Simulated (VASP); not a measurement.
# TiSi (Cmmm) in VASP: further runs

TiSi is run at these levels: PBEsol; tasks: single point.

Everything below comes from runs of VASP 6.6.1. Logs are shortened: lines on timing, memory, paths and dates and some standing lists are left out, and cuts for length are marked.

### 1 The cell of the first run

The structure is orthorhombic, space group Cmmm (No. 65). Conventional cell: a = 3.889 Å, b = 4.143 Å, c = 4.092 Å, α = 90.00°, β = 90.00°, γ = 90.00°. Ti (site symmetry mmm) has 8 Si at 2.82 to 2.91 Å and 4 Ti at 2.84 Å within 3.7 Å. Si (site symmetry mmm) has 8 Ti at 2.82 to 2.91 Å and 4 Si at 2.84 Å within 3.7 Å.

### 2 Single point, PBEsol (strain +0.080 along x and y, +0.000 along z)

Contents of INCAR:

```
PREC = Accurate ; ENCUT = 520
EDIFF = 1E-6 ; ISMEAR = 0
SIGMA = 0.15 ; LREAL = F
LASPH = T ; NELM = 100
ALGO = Normal ; ISIF = 2
LWAVE = F ; LCHARG = F
GGA = PS ; NBANDS = 42
```

Contents of KPOINTS:

```
Automatic mesh
0
Gamma
  12 6 10
```

Contents of POSCAR:

```
TiSi
1.0
    3.8888550263      0.0000000000      0.0000000000
    0.0000000000      8.1848502286      0.0000000000
    0.0000000000      0.0000000000      4.1428981957
Ti Si
4 4
Direct
    0.0000000000      0.5000000000      0.0507500000
    0.5000000000      0.5000000000      0.5507500000
    0.5000000000      0.0000000000      0.5507500000
    0.0000000000      0.0000000000      0.0507500000
    0.0000000000      0.7500000000      0.5507500000
    0.0000000000      0.2500000000      0.5507500000
    0.5000000000      0.2500000000      0.0507500000
    0.5000000000      0.7500000000      0.0507500000
```

Potentials or basis: VASP PAW PBE potentials, release 64 (Ti_sv, Si).

Command:

```console
> cat potpaw_PBE.64/Ti_sv/POTCAR potpaw_PBE.64/Si/POTCAR > POTCAR
> mpirun -np 1 vasp_std > vasp.out
```

OUTCAR:

```text
PREC = Accurate
   ENCUT = 520
   EDIFF = 1E-6
   ISMEAR = 0
   LREAL = F
   LASPH = T
   NELM = 100
   ISIF = 2
   GGA = PS

 ion  position               nearest neighbor table
   1  0.000  0.500  0.051-   7 2.82   8 2.82   7 2.82   8 2.82   2 2.84   2 2.84   2 2.84   2 2.84
                             6 2.91   5 2.91   5 2.91   6 2.91
   2  0.500  0.500  0.551-   5 2.82   6 2.82   5 2.82   6 2.82   1 2.84   1 2.84   1 2.84   1 2.84
                             8 2.91   7 2.91   7 2.91   8 2.91
   3  0.500  0.000  0.551-   5 2.82   6 2.82   5 2.82   6 2.82   4 2.84   4 2.84   4 2.84   4 2.84
                             8 2.91   7 2.91   7 2.91   8 2.91
   4  0.000  0.000  0.051-   7 2.82   8 2.82   7 2.82   8 2.82   3 2.84   3 2.84   3 2.84   3 2.84
                             6 2.91   5 2.91   5 2.91   6 2.91
   5  0.000  0.750  0.551-   2 2.82   3 2.82   2 2.82   3 2.82   8 2.84   8 2.84   8 2.84   8 2.84
                             1 2.91   1 2.91   4 2.91   4 2.91
   6  0.000  0.250  0.551-   2 2.82   3 2.82   2 2.82   3 2.82   7 2.84   7 2.84   7 2.84   7 2.84
                             1 2.91   1 2.91   4 2.91   4 2.91
   7  0.500  0.250  0.051-   1 2.82   4 2.82   1 2.82   4 2.82   6 2.84   6 2.84   6 2.84   6 2.84
                             3 2.91   2 2.91   3 2.91   2 2.91
   8  0.500  0.750  0.051-   1 2.82   4 2.82   1 2.82   4 2.82   5 2.84   5 2.84   5 2.84   5 2.84
                             3 2.91   2 2.91   3 2.91   2 2.91

  LATTYP: Found a simple orthorhombic cell.
 ALAT       =     3.8888550263
 B/A-ratio  =     1.0653259552
 C/A-ratio  =     2.1046940997

  Lattice vectors:

 A1 = (  -3.8888550263,   0.0000000000,   0.0000000000)
 A2 = (   0.0000000000,   0.0000000000,   4.1428981957)
 A3 = (   0.0000000000,   8.1848502286,   0.0000000000)

Analysis of symmetry for initial positions (statically):
=====================================================================
 Subroutine PRICEL returns following result:

  LATTYP: Found a base centered orthorhombic cell.
 ALAT       =     3.8888550263
 B/A-ratio  =     1.0653259552
 C/A-ratio  =     1.0523470499

  Lattice vectors:

 A1 = (   1.9444275131,   0.0000000000,   2.0714490978)
 A2 = (   1.9444275131,   0.0000000000,  -2.0714490979)
 A3 = (   0.0000000000,   4.0924251143,   0.0000000000)

   4 primitive cells build up your supercell.

 Routine SETGRP: Setting up the symmetry group for a
 simple orthorhombic supercell.

 Subroutine GETGRP returns: Found  8 space group operations
 (whereof  4 operations were pure point group operations)
 out of a pool of  8 trial point group operations.

The static configuration has the point symmetry C_2v.
 The point group associated with its full space group is D_2h.

Analysis of symmetry for dynamics (positions and initial velocities):
=====================================================================
 Subroutine PRICEL returns following result:

  LATTYP: Found a base centered orthorhombic cell.
 ALAT       =     3.8888550263
 B/A-ratio  =     1.0653259552
 C/A-ratio  =     1.0523470499

  Lattice vectors:

 A1 = (   1.9444275131,   0.0000000000,   2.0714490978)
 A2 = (   1.9444275131,   0.0000000000,  -2.0714490979)
 A3 = (   0.0000000000,   4.0924251143,   0.0000000000)

   4 primitive cells build up your supercell.

 Routine SETGRP: Setting up the symmetry group for a
 simple orthorhombic supercell.

 Subroutine GETGRP returns: Found  8 space group operations
 (whereof  4 operations were pure point group operations)
 out of a pool of  8 trial point group operations.

The dynamic configuration has the point symmetry C_2v.
 The point group associated with its full space group is D_2h.

 Subroutine INISYM returns: Found  8 space group operations
 (whereof  4 operations are pure point group operations),
 and found     4 'primitive' translations

----------------------------------------------------------------------------------------

                                     Primitive cell

  volume of cell :      32.9668

  direct lattice vectors                    reciprocal lattice vectors
     1.944427513  0.000000000  2.071449098     0.257145096  0.000000000  0.241376918
     1.944427513  0.000000000 -2.071449098     0.257145096  0.000000000 -0.241376918
     0.000000000  4.092425114  0.000000000     0.000000000  0.244353891  0.000000000

  length of vectors
     2.841073691  2.841073691  4.092425114     0.352684586  0.352684586  0.244353891

  position of ions in fractional coordinates (direct lattice)
     0.050750000  0.949250000  0.000000000
     0.550750000  0.449250000  0.500000000

  ion indices of the primitive-cell ions
   primitive index   ion index
                 1           1
                 2           5

----------------------------------------------------------------------------------------

 KPOINTS: Automatic mesh

Automatic generation of k-mesh.
 Grid dimensions read from file:
 generate k-points for:   12    6   10

 Generating k-lattice:

  Cartesian coordinates                     Fractional coordinates (reciprocal lattice)
     0.021428758  0.000000000  0.000000000     0.083333333  0.000000000  0.000000000
     0.000000000  0.020362824  0.000000000     0.000000000  0.166666667  0.000000000
     0.000000000  0.000000000  0.024137692     0.000000000  0.000000000  0.100000000

  Length of vectors
     0.021428758  0.020362824  0.024137692

  Shift w.r.t. Gamma in fractional coordinates (k-lattice)
     0.000000000  0.000000000  0.000000000

 Subroutine IBZKPT returns following result:
 ===========================================

 Found    168 irreducible k-points:

 Following reciprocal coordinates:
            Coordinates               Weight
  0.000000  0.000000  0.000000      1.000000
  0.083333  0.000000  0.000000      2.000000
  0.166667  0.000000  0.000000      2.000000
  0.250000  0.000000  0.000000      2.000000
  0.333333  0.000000  0.000000      2.000000
  0.416667  0.000000  0.000000      2.000000
[... 16 lines left out ...]
  0.083333  0.500000  0.000000      2.000000
  0.166667  0.500000  0.000000      2.000000
 [... further k-points ...]
   k-points           NKPTS =    168   k-points in BZ     NKDIM =    168   number of bands    NBANDS=     42
   number of dos      NEDOS =    301   number of ions     NIONS =      8
   total plane-waves  NPLWV =  61440
   dimension x,y,z NGX =    30 NGY =   64 NGZ =   32
   dimension x,y,z NGXF=    60 NGYF=  128 NGZF=   64
   ions per type =               4   4
   NGX,Y,Z   is equivalent  to a cutoff of  12.82, 13.00, 12.84 a.u.
   NGXF,Y,Z  is equivalent  to a cutoff of  25.65, 26.00, 25.68 a.u.
 SYSTEM =  unknown system
   PREC   = accura    normal or accurate (medium, high low for compatibility)
   ISTART =      0    job   : 0-new  1-cont  2-samecut
   ICHARG =      2    charge: 1-file 2-atom 10-const
   ISPIN  =      1    spin polarized calculation?
   LNONCOLLINEAR =      F non collinear calculations
   LSORBIT =      F    spin-orbit coupling
   LASPH  =      T    aspherical Exc in radial PAW
   ENCUT  =  520.0 eV  38.22 Ry    6.18 a.u.   7.23 15.22  7.70*2*pi/ulx,y,z
   NELM   =    100;   NELMIN=  2; NELMDL= -5     # of ELM steps
   EDIFF  = 0.1E-05   stopping-criterion for ELM
   LREAL  =      F    real-space projection
   EDIFFG = 0.1E-04   stopping-criterion for IOM
   NSW    =      0    number of steps for IOM
   IBRION =     -1    ionic relax: 0-MD 1-quasi-New 2-CG
   NFREE  =      0    steps in history (QN), initial steepest desc. (CG)
   ISIF   =      2    stress and relaxation
   ISYM   =      2    0-nonsym 1-usesym 2-fastsym
   POTIM  = 0.5000    time-step for ionic-motion
   TEBEG  =    0.0;   TEEND  =   0.0 temperature during run
   PSTRESS=    0.0 pullay stress
   NELECT =      64.0000    total number of electrons
   NUPDOWN=      -1.0000    fix difference up-down
   EMIN   =  10.00;   EMAX   =-10.00  energy-range for DOS
   EFERMI =   0.00;   METHOD = LEGACY
   ISMEAR =     0;   SIGMA  =   0.15  broadening in eV -4-tet -1-fermi 0-gaus
   EFERMI_NEDOS =   21; number of points for ismear=-14 and -15
   IALGO  =     38    algorithm
   IMIX   =      4    mixing-type and parameters
     AMIX     =   0.40;   BMIX     =  1.00
     AMIX_MAG =   1.60;   BMIX_MAG =  1.00
  volume/ion in A,a.u.               =      16.48       111.24
  Fermi-wavevector in a.u.,A,eV,Ry     =   1.286538  2.431204 22.520087  1.655180
  Thomas-Fermi vector in A             =   2.418606
   LORBIT       =      0    0 simple, 1 ext, 2 COOP (PROOUT), +10 PAW based schemes
   GGA     = PS    functional components
   LHFCALC =     F    Hartree Fock is set to
   AEXX    =    0.0000 exact exchange contribution
   IVDW    =     0    specifies the selected vdW correction
   LEPSILON=     F    determine dielectric tensor
   LRPA    =     F    only Hartree local field effects (RPA)
 non-spin polarized calculation
 Gauss-broadening in eV      SIGMA  =   0.15
  energy-cutoff  :      520.00
  volume of cell :      131.87
 maximum number of plane-waves:      3596
 NGX is ok and might be reduce to    30
   NGX = 15   NGY = 31   NGZ = 15

 number of electron      64.0000010 magnetization

 Free energy of the ion-electron system (eV)
  ---------------------------------------------------
  ext. energy  EPLUGINS =         0.00000000
  ---------------------------------------------------
  free energy    TOTEN  =       -60.05641031 eV

  energy without entropy =      -60.00102442  energy(sigma->0) =      -60.02871737

 E-fermi :   8.7794     XC(G=0): -11.2941

 val. band max:        8.7755319190   @ k =   0.0000   0.5000   0.0000
 cond. band min:       8.7799199168   @ k =   0.3333   0.0000   0.1000
 fundamental gap:      0.0043879979
 Fermi energy:         8.7794346264

 k-point     1 :       0.0000    0.0000    0.0000
  band No.  band energies     occupation
      1     -48.0222      2.00000
      2     -48.0216      2.00000
      3     -47.9143      2.00000
      4     -47.9139      2.00000
      5     -24.5272      2.00000
      6     -24.5099      2.00000
[... 34 lines left out ...]
     41      10.9017      0.00000
     42      11.4751      0.00000
[... 994 lines left out ...]
      2     -48.0145      2.00000
      3     -47.9211      2.00000
      4     -47.9211      2.00000
      5     -24.5107      2.00000
      6     -24.5107      2.00000
[... 34 lines left out ...]
     41      10.1880      0.00000
     42      10.1880      0.00000

 [... further k-points ...]

------------------------ aborting loop because EDIFF is reached ----------------------------------------

  FORCE on cell =-STRESS in cart. coord.  units (eV):
  Direction    XX          YY          ZZ          XY          YZ          ZX
  --------------------------------------------------------------------------------------
  -------------------------------------------------------------------------------------
  Total      -13.4846399    -17.2875429    -11.4159638      0.0000000      0.0000000      0.0000000
  in kB     -163.8374516   -210.0424632   -138.7031787      0.0000000      0.0000000      0.0000000
  external PRESSURE =    -170.8610312 kB  Pullay stress =       0.0000000 kB

 VOLUME and BASIS-vectors are now :
 -----------------------------------------------------------------------------
  energy-cutoff  :      520.00
  volume of cell :      131.87
      direct lattice vectors                 reciprocal lattice vectors
     3.888855026  0.000000000  0.000000000     0.257145096  0.000000000  0.000000000
     0.000000000  8.184850229  0.000000000     0.000000000  0.122176945  0.000000000
     0.000000000  0.000000000  4.142898196     0.000000000  0.000000000  0.241376918

 POSITION                                       TOTAL-FORCE (eV/Angst)
 -----------------------------------------------------------------------------------
      0.00000      4.09243      0.21025        -0.000000     -0.000000     -0.000000
      1.94443      4.09243      2.28170         0.000000      0.000000     -0.000000
      1.94443      0.00000      2.28170         0.000000     -0.000000      0.000000
      0.00000      0.00000      0.21025         0.000000      0.000000      0.000000
      0.00000      6.13864      2.28170        -0.000000     -0.000000      0.000000
      0.00000      2.04621      2.28170        -0.000000      0.000000      0.000000
      1.94443      2.04621      0.21025        -0.000000     -0.000000      0.000000
      1.94443      6.13864      0.21025        -0.000000      0.000000      0.000000
 -----------------------------------------------------------------------------------
    total drift:                                0.000000     -0.000000      0.000139

  FREE ENERGIE OF THE ION-ELECTRON SYSTEM (eV)
  ---------------------------------------------------
  free  energy   TOTEN  =       -60.0564103124 eV

  energy  without entropy=      -60.0010244187  energy(sigma->0) =      -60.02871737
```

It took 9 min on 1 thread of Intel Xeon 6975P-C (Granite Rapids), shared host; peak memory 0.71 GiB.

Results:

| Property | Result |
| --- | --- |
| Free energy | -60.0564 eV |
| Pressure | -17.1 GPa |
| Band gap on the k mesh | zero (band 32 reaches 9.21 eV, above the bottom of band 33 at 8.26 eV) |

Levels at points of the mesh, in eV from the Fermi level:
```csv
k point,band 28,band 29,band 30,band 31,band 32,band 33,band 34,band 35,band 36,band 37
"(0.00, 0.00, 0.00)",-2.17,-1.17,-0.98,-0.91,-0.74,-0.51,0.10,0.91,1.29,1.46
"(0.50, 0.00, 0.00)",-1.86,-1.65,-1.65,0.09,0.09,0.13,0.13,0.46,0.46,0.86
"(0.00, 0.50, 0.00)",-1.07,-1.07,-1.07,-0.49,-0.49,0.00,0.00,0.59,0.59,1.08
"(0.50, 0.50, 0.00)",-1.85,-1.16,-1.16,-1.16,-1.16,0.24,0.24,0.24,0.24,1.41
"(0.00, 0.00, 0.50)",-1.65,-1.10,-1.10,0.43,0.43,0.47,0.47,0.77,0.77,0.85
"(0.50, 0.00, 0.50)",-2.61,-1.64,-1.64,-0.67,-0.67,0.93,0.93,1.25,1.25,1.39
"(0.00, 0.50, 0.50)",-1.47,-0.76,-0.76,-0.76,-0.76,0.43,0.43,0.43,0.43,0.98
"(0.50, 0.50, 0.50)",-2.72,-0.94,-0.94,-0.94,-0.94,1.32,1.32,1.32,1.32,1.75
```

Caveat: the cell differs from its parent crystal (strain +0.080 along x and y, +0.000 along z); the PAW data sets were made with another functional, which shifts forces and pressure a little.

### 3 Single point, PBEsol (strain -0.080 along x and y, +0.000 along z)

Contents of INCAR:

```
SYSTEM = TiSi
PREC = Accurate
ENCUT = 520
EDIFF = 1E-6
ISMEAR = 0
SIGMA = 0.15
LREAL = .FALSE.
LASPH = .TRUE.
NELM = 100
ALGO = Normal
ISIF = 2
LWAVE = .FALSE.
LCHARG = .TRUE.
GGA = PS
LELF = .TRUE.
LVHAR = .TRUE.
NBANDS = 42
```

Contents of KPOINTS:

```
regular mesh
0
G
  12 6 10
  0 0 0
```

POSCAR, as its differences from that of step 2:

```diff
@@ -2,4 +2,4 @@
 1.0
-    3.8888550263      0.0000000000      0.0000000000
-    0.0000000000      8.1848502286      0.0000000000
+    3.3127283557      0.0000000000      0.0000000000
+    0.0000000000      6.9722798244      0.0000000000
     0.0000000000      0.0000000000      4.1428981957
```

Potentials or basis: VASP PAW PBE potentials, release 64 (Ti_sv, Si).

Command:

```console
> cat potpaw_PBE.64/Ti_sv/POTCAR potpaw_PBE.64/Si/POTCAR > POTCAR
> mpirun -np 1 vasp_std > vasp.out
```

It took 19 min on 1 thread of Oxide Virtual Turin-like, shared host; peak memory 0.53 GiB.

The run converged. Its results:

| Item | Value |
| --- | --- |
| Free energy | -59.1557 eV |
| Pressure | 38.5 GPa |
| Band gap on the k mesh | zero (band 32 reaches 12.92 eV, above the bottom of band 33 at 12.13 eV) |

Stress tensor (GPa, compression positive):
```
45.99  0.00  0.00
 0.00 47.94  0.00
 0.00  0.00 21.56
```

Levels at points of the mesh, in eV from the Fermi level:
```tsv
k point	band 30	band 31	band 32	band 33	band 34	band 35
(0.00, 0.00, 0.00)	-0.86	-0.70	-0.60	-0.19	0.57	1.10
(0.50, 0.00, 0.00)	-2.41	-0.53	-0.53	-0.05	-0.05	0.85
(0.00, 0.50, 0.00)	-0.95	0.28	0.28	0.61	0.61	1.14
(0.50, 0.50, 0.00)	-1.99	-1.99	-1.99	0.26	0.26	0.26
(0.00, 0.00, 0.50)	-0.26	0.33	0.33	0.78	0.78	0.78
(0.50, 0.00, 0.50)	-1.99	-1.25	-1.25	1.96	1.96	2.05
(0.00, 0.50, 0.50)	-0.46	-0.46	-0.46	0.65	0.65	0.65
(0.50, 0.50, 0.50)	-1.31	-1.31	-1.31	2.37	2.37	2.37
```

Caveat: the cell differs from its parent crystal (strain -0.080 along x and y, +0.000 along z); the PAW data sets were made with another functional, which shifts forces and pressure a little.

(Part 1 of 2 ends here.)
